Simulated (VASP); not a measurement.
Set up this calculation in VASP 6.6.1, as the native input.

```yaml
Task: single point
Functional: LDA
Potentials_or_basis: VASP PAW LDA potentials, release 64 (Mo_sv)
Cutoff: 520 eV
k_mesh: 22 × 22 × 22
Occupations: gaussian, width 0.15 eV
Spin: no spin polarisation
Dipole_correction: no
Further_INCAR_settings: ALGO = Fast; EDIFF = 1e-07; NBANDS = 13
```

The structure of Mo lies in POSCAR:

```
Mo
1.0
    0.0000000000      1.8961875982      2.2754251178
    1.8961875982      0.0000000000      2.2754251178
    1.8961875982      1.8961875982      0.0000000000
Mo
1
Direct
    0.0000000000      0.0000000000      0.0000000000
```

This cell differs from its parent crystal: ratio of the length along z to the lengths across it x 1.2, volume and fractional coordinates fixed.

These files were run (other wordings do the same):

INCAR

```
PREC = Accurate
ENCUT = 520
EDIFF = 1E-7
ISMEAR = 0
SIGMA = 0.15
LREAL = F
LASPH = T
NELM = 80
ALGO = Fast
ISIF = 2
LWAVE = F
LCHARG = F
GGA = CA
NBANDS = 13
```

KPOINTS

```
regular mesh
0
Gamma
  22 22 22
```

Potentials or basis: VASP PAW LDA potentials, release 64 (Mo_sv).

The run is started by

```sh
$ cat potpaw_LDA.64/Mo_sv/POTCAR > POTCAR
$ mpirun -np 1 vasp_std > vasp.out
```

Results of the run:

| Quantity | Value |
| --- | --- |
| Pressure | -14.7 GPa |
| Band gap on the k mesh | zero (bands 7 and 8 overlap by 3.36 eV) |

Caveat: the stress differs along the axes, from -17 to -11 GPa.

Wall time 2.9 min on 1 thread of Intel Xeon 8259CL, on a shared host, peak memory 0.27 GiB.
